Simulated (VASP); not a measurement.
# CoMo (P-6m2) in VASP: notebook

The runs below take CoMo through single point, with LDA.

All numbers are computed with VASP 6.6.1; they aren't measurements. Logs are shortened: lines on timing, memory, paths and dates and some standing lists are left out, and cuts for length are marked.

### Step 1. The cell of the first run

It takes space group P-6m2 (No. 187, hexagonal). Conventional cell: a = 2.695 Å, b = 2.695 Å, c = 4.184 Å, α = 90.00°, β = 90.00°, γ = 120.00°. Within 3.4 Å of Co (site symmetry -6m2) lie 6 Mo at 2.61 Å and 6 Co at 2.69 Å. Mo (site symmetry -6m2) has 6 Co at 2.61 Å and 6 Mo at 2.69 Å within 3.4 Å.

### Step 2. Single point, LDA

The input, INCAR:

```
SYSTEM = CoMo
ALGO = Normal ; EDIFF = 1E-6
ENCUT = 520 ; ISIF = 2
ISMEAR = -1 ; LASPH = .True.
LCHARG = .False. ; LREAL = .False.
LWAVE = .False. ; NBANDS = 18
NELM = 100 ; PREC = Accurate
SIGMA = 0.05
```

The input, KPOINTS:

```
k-points
0
Gamma
  14 14 8
  0 0 0
```

The input, POSCAR:

```
CoMo
1.0
    2.6949279053      0.0000000000      0.0000000000
   -1.3474639526      2.3338760273      0.0000000000
    0.0000000000      0.0000000000      4.1836180000
Co Mo
1 1
Direct
    0.6666666667      0.3333333333      0.5000000000
    0.3333333333      0.6666666667      0.0000000000
```

Potentials or basis: VASP PAW LDA potentials, release 64 (Co, Mo_sv).

Launch:

```bash
$ cat potpaw_LDA.64/Co/POTCAR potpaw_LDA.64/Mo_sv/POTCAR > POTCAR
$ mpirun -np 1 vasp_std > vasp.out
```

OUTCAR:

```text
SYSTEM = CoMo
   EDIFF = 1E-6
   ENCUT = 520
   ISIF = 2
   ISMEAR = -1
   LASPH = .True.
   LREAL = .False.
   NELM = 100
   PREC = Accurate

 ion  position               nearest neighbor table
   1  0.667  0.333  0.500-   2 2.61   2 2.61   2 2.61   2 2.61   2 2.61   2 2.61
   2  0.333  0.667  0.000-   1 2.61   1 2.61   1 2.61   1 2.61   1 2.61   1 2.61

  LATTYP: Found a hexagonal cell.
 ALAT       =     2.6949279053
 C/A-ratio  =     1.5524044231

  Lattice vectors:

 A1 = (   2.6949279053,   0.0000000000,   0.0000000000)
 A2 = (  -1.3474639526,   2.3338760273,   0.0000000000)
 A3 = (   0.0000000000,   0.0000000000,   4.1836180000)

Analysis of symmetry for initial positions (statically):
=====================================================================
 Subroutine PRICEL returns:
 Original cell was already a primitive cell.

 Routine SETGRP: Setting up the symmetry group for a
 hexagonal supercell.

 Subroutine GETGRP returns: Found 12 space group operations
 (whereof 12 operations were pure point group operations)
 out of a pool of 24 trial point group operations.

The static configuration has the point symmetry D_3h.

Analysis of symmetry for dynamics (positions and initial velocities):
=====================================================================
 Subroutine PRICEL returns:
 Original cell was already a primitive cell.

 Routine SETGRP: Setting up the symmetry group for a
 hexagonal supercell.

 Subroutine GETGRP returns: Found 12 space group operations
 (whereof 12 operations were pure point group operations)
 out of a pool of 24 trial point group operations.

The dynamic configuration has the point symmetry D_3h.

 Subroutine INISYM returns: Found 12 space group operations
 (whereof 12 operations are pure point group operations),
 and found     1 'primitive' translations

----------------------------------------------------------------------------------------

                                     Primitive cell

  volume of cell :      26.3134

  direct lattice vectors                    reciprocal lattice vectors
     2.694927905  0.000000000  0.000000000     0.371067440  0.214235887  0.000000000
    -1.347463953  2.333876027  0.000000000     0.000000000  0.428471773  0.000000000
     0.000000000  0.000000000  4.183618000     0.000000000  0.000000000  0.239027559

  length of vectors
     2.694927905  2.694927905  4.183618000     0.428471773  0.428471773  0.239027559

  position of ions in fractional coordinates (direct lattice)
     0.666666667  0.333333333  0.500000000
     0.333333333  0.666666667  0.000000000

  ion indices of the primitive-cell ions
   primitive index   ion index
                 1           1
                 2           2

----------------------------------------------------------------------------------------

 KPOINTS: k-points

Automatic generation of k-mesh.
 Grid dimensions read from file:
 generate k-points for:   14   14    8

 Generating k-lattice:

  Cartesian coordinates                     Fractional coordinates (reciprocal lattice)
     0.026504817  0.015302563  0.000000000     0.071428571  0.000000000  0.000000000
     0.000000000  0.030605127  0.000000000     0.000000000  0.071428571  0.000000000
     0.000000000  0.000000000  0.029878445     0.000000000  0.000000000  0.125000000

  Length of vectors
     0.030605127  0.030605127  0.029878445

  Shift w.r.t. Gamma in fractional coordinates (k-lattice)
     0.000000000  0.000000000  0.000000000

 Subroutine IBZKPT returns following result:
 ===========================================

 Found    120 irreducible k-points:

 Following reciprocal coordinates:
            Coordinates               Weight
  0.000000  0.000000  0.000000      1.000000
  0.071429 -0.000000  0.000000      6.000000
  0.142857 -0.000000  0.000000      6.000000
  0.214286  0.000000  0.000000      6.000000
  0.285714 -0.000000  0.000000      6.000000
  0.357143  0.000000  0.000000      6.000000
[... 16 lines left out ...]
  0.285714  0.285714  0.000000      6.000000
  0.357143  0.285714  0.000000      6.000000
 [... further k-points ...]
   k-points           NKPTS =    120   k-points in BZ     NKDIM =    120   number of bands    NBANDS=     18
   number of dos      NEDOS =    301   number of ions     NIONS =      2
   total plane-waves  NPLWV =  12800
   dimension x,y,z NGX =    20 NGY =   20 NGZ =   32
   dimension x,y,z NGXF=    40 NGYF=   40 NGZF=   64
   ions per type =               1   1
   NGX,Y,Z   is equivalent  to a cutoff of  12.34, 12.34, 12.72 a.u.
   NGXF,Y,Z  is equivalent  to a cutoff of  24.68, 24.68, 25.43 a.u.
 SYSTEM =  CoMo
   PREC   = accura    normal or accurate (medium, high low for compatibility)
   ISTART =      0    job   : 0-new  1-cont  2-samecut
   ICHARG =      2    charge: 1-file 2-atom 10-const
   ISPIN  =      1    spin polarized calculation?
   LNONCOLLINEAR =      F non collinear calculations
   LSORBIT =      F    spin-orbit coupling
   LASPH  =      T    aspherical Exc in radial PAW
   ENCUT  =  520.0 eV  38.22 Ry    6.18 a.u.   5.01  5.01  7.78*2*pi/ulx,y,z
   NELM   =    100;   NELMIN=  2; NELMDL= -5     # of ELM steps
   EDIFF  = 0.1E-05   stopping-criterion for ELM
   LREAL  =      F    real-space projection
   EDIFFG = 0.1E-04   stopping-criterion for IOM
   NSW    =      0    number of steps for IOM
   IBRION =     -1    ionic relax: 0-MD 1-quasi-New 2-CG
   NFREE  =      0    steps in history (QN), initial steepest desc. (CG)
   ISIF   =      2    stress and relaxation
   ISYM   =      2    0-nonsym 1-usesym 2-fastsym
   POTIM  = 0.5000    time-step for ionic-motion
   TEBEG  =    0.0;   TEEND  =   0.0 temperature during run
   PSTRESS=    0.0 pullay stress
   NELECT =      23.0000    total number of electrons
   NUPDOWN=      -1.0000    fix difference up-down
   EMIN   =  10.00;   EMAX   =-10.00  energy-range for DOS
   EFERMI =   0.00;   METHOD = LEGACY
   ISMEAR =    -1;   SIGMA  =   0.05  broadening in eV -4-tet -1-fermi 0-gaus
   EFERMI_NEDOS =   21; number of points for ismear=-14 and -15
   IALGO  =     38    algorithm
   IMIX   =      4    mixing-type and parameters
     AMIX     =   0.40;   BMIX     =  1.00
     AMIX_MAG =   1.60;   BMIX_MAG =  1.00
  volume/ion in A,a.u.               =      13.16        88.79
  Fermi-wavevector in a.u.,A,eV,Ry     =   1.565279  2.957949 33.335617  2.450099
  Thomas-Fermi vector in A             =   2.667779
   LORBIT       =      0    0 simple, 1 ext, 2 COOP (PROOUT), +10 PAW based schemes
   GGA     = CA    functional components
   LHFCALC =     F    Hartree Fock is set to
   AEXX    =    0.0000 exact exchange contribution
   IVDW    =     0    specifies the selected vdW correction
   LEPSILON=     F    determine dielectric tensor
   LRPA    =     F    only Hartree local field effects (RPA)
 non-spin polarized calculation
  energy-cutoff  :      520.00
  volume of cell :       26.31
 maximum number of plane-waves:       726
 NGX is ok and might be reduce to    20
   NGX =  9   NGY =  9   NGZ = 15

 number of electron      23.0000002 magnetization

 Free energy of the ion-electron system (eV)
  ---------------------------------------------------
  ext. energy  EPLUGINS =         0.00000000
  ---------------------------------------------------
  free energy    TOTEN  =       -19.90383428 eV

  energy without entropy =      -19.88083698  energy(sigma->0) =      -19.89233563

 E-fermi :  11.2238     XC(G=0): -13.6715

 val. band max:       11.2059225221   @ k =   0.4286   0.0714   0.2500
 cond. band min:      11.2246033982   @ k =   0.2857   0.2143   0.3750
 fundamental gap:      0.0186808761
 Fermi energy:        11.2238351780

 k-point     1 :       0.0000    0.0000    0.0000
  band No.  band energies     occupation
      1     -49.2732      2.00000
      2     -23.5915      2.00000
      3     -22.6749      2.00000
      4     -22.6749      2.00000
      5       3.5731      2.00000
      6       6.4540      2.00000
[... 10 lines left out ...]
     17      21.5514      0.00000
     18      25.6679      0.00000

 k-point     2 :       0.0714   -0.0000    0.0000
  band No.  band energies     occupation
      1     -49.2602      2.00000
      2     -23.5795      2.00000
      3     -22.7575      2.00000
      4     -22.6933      2.00000
      5       3.7495      2.00000
      6       6.6104      2.00000
[... 10 lines left out ...]
     17      21.5384      0.00000
     18      26.1086      0.00000

 k-point     3 :       0.1429   -0.0000    0.0000
  band No.  band energies     occupation
      1     -49.2235      2.00000
      2     -23.5458      2.00000
      3     -22.9855      2.00000
      4     -22.7446      2.00000
      5       4.2493      2.00000
      6       7.0059      2.00000
[... 10 lines left out ...]
     17      21.4916      0.00000
     18      26.8423      0.00000

 k-point     4 :       0.2143    0.0000    0.0000
  band No.  band energies     occupation
      1     -49.1701      2.00000
      2     -23.4968      2.00000
      3     -23.3063      2.00000
      4     -22.8178      2.00000
      5       4.9904      2.00000
      6       7.3393      2.00000
[... 375 lines left out ...]
      4     -23.3256      2.00000
      5       7.3391      2.00000
      6       7.5795      2.00000
[... 10 lines left out ...]
     17      20.1122      0.00000
     18      23.8889      0.00000

 k-point    23 :       0.2857    0.2857    0.0000
  band No.  band energies     occupation
      1     -48.9801      2.00000
      2     -23.9340      2.00000
      3     -23.5361      2.00000
      4     -23.3228      2.00000
      5       7.3855      2.00000
      6       7.9523      2.00000
[... 10 lines left out ...]
     17      19.1616      0.00000
     18      24.4458      0.00000

 k-point    24 :       0.3571    0.2857    0.0000
  band No.  band energies     occupation
      1     -48.9716      2.00000
      2     -23.8835      2.00000
      3     -23.6477      2.00000
      4     -23.3150      2.00000
      5       7.3541      2.00000
      6       8.0985      2.00000
[... 10 lines left out ...]
     17      18.7427      0.00000
     18      25.3258      0.00000

 [... further k-points ...]

------------------------ aborting loop because EDIFF is reached ----------------------------------------

  FORCE on cell =-STRESS in cart. coord.  units (eV):
  Direction    XX          YY          ZZ          XY          YZ          ZX
  --------------------------------------------------------------------------------------
  -------------------------------------------------------------------------------------
  Total       -2.0564295     -2.0564295     -2.1981951     -0.0000000      0.0000000     -0.0000000
  in kB     -125.2124292   -125.2124292   -133.8442958     -0.0000000      0.0000000     -0.0000000
  external PRESSURE =    -128.0897181 kB  Pullay stress =       0.0000000 kB

 VOLUME and BASIS-vectors are now :
 -----------------------------------------------------------------------------
  energy-cutoff  :      520.00
  volume of cell :       26.31
      direct lattice vectors                 reciprocal lattice vectors
     2.694927905  0.000000000  0.000000000     0.371067440  0.214235887  0.000000000
    -1.347463953  2.333876027  0.000000000     0.000000000  0.428471773  0.000000000
     0.000000000  0.000000000  4.183618000     0.000000000  0.000000000  0.239027559

 POSITION                                       TOTAL-FORCE (eV/Angst)
 -----------------------------------------------------------------------------------
      1.34746      0.77796      2.09181        -0.000000     -0.000000      0.000000
     -0.00000      1.55592      0.00000         0.000000      0.000000      0.000000
 -----------------------------------------------------------------------------------
    total drift:                                0.000001     -0.000000      0.000000

  FREE ENERGIE OF THE ION-ELECTRON SYSTEM (eV)
  ---------------------------------------------------
  free  energy   TOTEN  =       -19.9038342804 eV

  energy  without entropy=      -19.8808369780  energy(sigma->0) =      -19.89233563
```

It took 51 s on 1 thread of Intel Xeon 6975P-C, shared host; peak memory 0.17 GiB.

What came out:

| Property | Result |
| --- | --- |
| Free energy | -19.9038 eV |
| Pressure | -12.8 GPa |

### Step 3. Single point, LDA, collinear spin, zero start

The input, INCAR:

```
SYSTEM = CoMo
PREC = Accurate ; ENCUT = 520
EDIFF = 1E-7 ; ISMEAR = -1
SIGMA = 0.05 ; LREAL = .False.
LASPH = .True. ; NELM = 150
ALGO = Normal ; ISIF = 2
LWAVE = .False. ; LCHARG = .False.
ISPIN = 2 ; MAGMOM = 0 0
LORBIT = 11 ; NUPDOWN = 0.0
LMAXMIX = 4 ; GGA = CA
NBANDS = 22
```

The input, KPOINTS:

```
Automatic mesh
0
Gamma
  14 14 8
  0 0 0
```

POSCAR is that of step 2.

Potentials or basis: VASP PAW LDA potentials, release 64 (Co, Mo_sv).

Launch:

```bash
$ cat potpaw_LDA.64/Co/POTCAR potpaw_LDA.64/Mo_sv/POTCAR > POTCAR
$ mpirun -np 1 vasp_std > vasp.out
```

OUTCAR:

```text
SYSTEM = CoMo
   PREC = Accurate
   ENCUT = 520
   EDIFF = 1E-7
   ISMEAR = -1
   LREAL = .False.
   LASPH = .True.
   NELM = 150
   ISIF = 2
   ISPIN = 2
   LORBIT = 11
   NUPDOWN = 0.0
   GGA = CA

 ion  position               nearest neighbor table
   1  0.667  0.333  0.500-   2 2.61   2 2.61   2 2.61   2 2.61   2 2.61   2 2.61
   2  0.333  0.667  0.000-   1 2.61   1 2.61   1 2.61   1 2.61   1 2.61   1 2.61

  LATTYP: Found a hexagonal cell.
 ALAT       =     2.6949279053
 C/A-ratio  =     1.5524044231

  Lattice vectors:

 A1 = (   2.6949279053,   0.0000000000,   0.0000000000)
 A2 = (  -1.3474639526,   2.3338760273,   0.0000000000)
 A3 = (   0.0000000000,   0.0000000000,   4.1836180000)

Analysis of symmetry for initial positions (statically):
=====================================================================
 Subroutine PRICEL returns:
 Original cell was already a primitive cell.

 Routine SETGRP: Setting up the symmetry group for a
 hexagonal supercell.

 Subroutine GETGRP returns: Found 12 space group operations
 (whereof 12 operations were pure point group operations)
 out of a pool of 24 trial point group operations.

The static configuration has the point symmetry D_3h.

Analysis of symmetry for dynamics (positions and initial velocities):
=====================================================================
 Subroutine PRICEL returns:
 Original cell was already a primitive cell.

 Routine SETGRP: Setting up the symmetry group for a
 hexagonal supercell.

 Subroutine GETGRP returns: Found 12 space group operations
 (whereof 12 operations were pure point group operations)
 out of a pool of 24 trial point group operations.

The dynamic configuration has the point symmetry D_3h.

Analysis of structural, dynamic, and magnetic symmetry:
=====================================================================
 Subroutine PRICEL returns:
 Original cell was already a primitive cell.

 Routine SETGRP: Setting up the symmetry group for a
 hexagonal supercell.

[... 143 lines left out ...]

 number of electron      23.0000002 magnetization      -0.0000000

 Free energy of the ion-electron system (eV)
  ---------------------------------------------------
  ext. energy  EPLUGINS =         0.00000000
  ---------------------------------------------------
  free energy    TOTEN  =       -19.90383428 eV

  energy without entropy =      -19.88083890  energy(sigma->0) =      -19.89233659

 E-fermi :  11.2239     XC(G=0): -13.6715

 val. band max:       11.2060288859   @ k =   0.4286   0.0714   0.2500
 cond. band min:      11.2246735773   @ k =   0.2857   0.2143   0.3750
 fundamental gap:      0.0186446914
 Fermi energy:        11.2239084792

 spin component 1

 k-point     1 :       0.0000    0.0000    0.0000
  band No.  band energies     occupation
      1     -49.2732      1.00000
      2     -23.5915      1.00000
      3     -22.6749      1.00000
      4     -22.6749      1.00000
      5       3.5731      1.00000
      6       6.4540      1.00000
[... 589 lines left out ...]
     21      27.7150      0.00000
     22      27.8548      0.00000

 [... further k-points ...]

 spin component 2

 k-point     1 :       0.0000    0.0000    0.0000
  band No.  band energies     occupation
      1     -49.2732      1.00000
      2     -23.5915      1.00000
      3     -22.6749      1.00000
      4     -22.6749      1.00000
      5       3.5731      1.00000
      6       6.4540      1.00000
[... 589 lines left out ...]
     21      27.7150      0.00000
     22      27.8548      0.00000

 [... further k-points ...]
[... 5 lines left out ...]
  --------------------------------------------------------------------------------------
  -------------------------------------------------------------------------------------
  Total       -2.0666316     -2.0666316     -2.2064286     -0.0000000      0.0000000      0.0000000
  in kB     -125.8336180   -125.8336180   -134.3456159     -0.0000000      0.0000000      0.0000000
  external PRESSURE =    -128.6709506 kB  Pullay stress =       0.0000000 kB

 VOLUME and BASIS-vectors are now :
 -----------------------------------------------------------------------------
  energy-cutoff  :      520.00
  volume of cell :       26.31
      direct lattice vectors                 reciprocal lattice vectors
     2.694927905  0.000000000  0.000000000     0.371067440  0.214235887  0.000000000
    -1.347463953  2.333876027  0.000000000     0.000000000  0.428471773  0.000000000
     0.000000000  0.000000000  4.183618000     0.000000000  0.000000000  0.239027559

 POSITION                                       TOTAL-FORCE (eV/Angst)
 -----------------------------------------------------------------------------------
      1.34746      0.77796      2.09181        -0.000000      0.000000      0.000000
     -0.00000      1.55592      0.00000         0.000000     -0.000000      0.000000
 -----------------------------------------------------------------------------------
    total drift:                                0.000001     -0.000000      0.000000

  FREE ENERGIE OF THE ION-ELECTRON SYSTEM (eV)
  ---------------------------------------------------
  free  energy   TOTEN  =       -19.9038342776 eV

  energy  without entropy=      -19.8808388974  energy(sigma->0) =      -19.89233659

 total charge

# of ion       s       p       d       tot
------------------------------------------
    1        0.473   0.489   7.324   8.286
    2        2.413   6.199   4.010  12.622
--------------------------------------------------
tot          2.886   6.688  11.334  20.908

 magnetization (x)

# of ion       s       p       d       tot
------------------------------------------
    1       -0.000  -0.000   0.000   0.000
    2       -0.000  -0.000  -0.000  -0.000
--------------------------------------------------
tot         -0.000  -0.000   0.000   0.000
```

stdout:

```text
POSCAR found type information on POSCAR CoMo
 POSCAR found :  2 types and       2 ions
 scaLAPACK will be used
 LDA part: xc-table for (Slater(with rela. corr.)+CA(PZ))
 , standard interpolation
 POSCAR, INCAR and KPOINTS ok, starting setup
 FFT: planning ... GRIDC
 FFT: planning ... GRID_SOFT
 FFT: planning ... GRID
 WAVECAR not read
 entering main loop
```

Run time: 2 min. Hardware: 1 thread of Intel Xeon 6975P-C, shared host; peak memory 0.22 GiB.

What came out:

```yaml
Free_energy: -19.9038 eV
Pressure: -12.9 GPa
Net_moment: 0.00 μB per cell
Valence_electrons_inside_the_program's_atomic_spheres: Co 8.29; Mo 12.62
```

Caveat: the total moment is fixed, so each spin has its own Fermi level.

### Step 4. Single point, LDA, collinear spin, zero start

The input, INCAR:

```
  PREC = Accurate
  ENCUT = 520
  EDIFF = 1E-6
  ISMEAR = -1
  SIGMA = 0.05
  LREAL = False
  LASPH = True
  NELM = 150
  ALGO = Normal
  ISIF = 2
  LWAVE = False
  LCHARG = False
  ISPIN = 2
  MAGMOM = 0 0
  LORBIT = 11
  NUPDOWN = 0.0
  LMAXMIX = 4
  NBANDS = 22
```

The input, KPOINTS:

```
regular mesh
0
Gamma
  14 14 8
```

POSCAR is that of step 3.

Launch:

```bash
$ cat potpaw_LDA.64/Co/POTCAR potpaw_LDA.64/Mo_sv/POTCAR > POTCAR
$ mpirun -np 1 vasp_std > vasp.out
```

It took 2.2 min on 1 thread of Intel Xeon 6975P-C, shared host; peak memory 0.22 GiB.

It converged, with:

* Free energy: -19.9038 eV
* Pressure: -12.8 GPa
* Net moment: 0.00 μB per cell
* Valence electrons inside the program's atomic spheres: Co 8.29; Mo 12.62

Stress tensor (GPa, compression positive):
```
-12.55   0.00   0.00
  0.00 -12.55   0.00
  0.00   0.00 -13.42
```

Caveat: the total moment is fixed, so each spin has its own Fermi level.
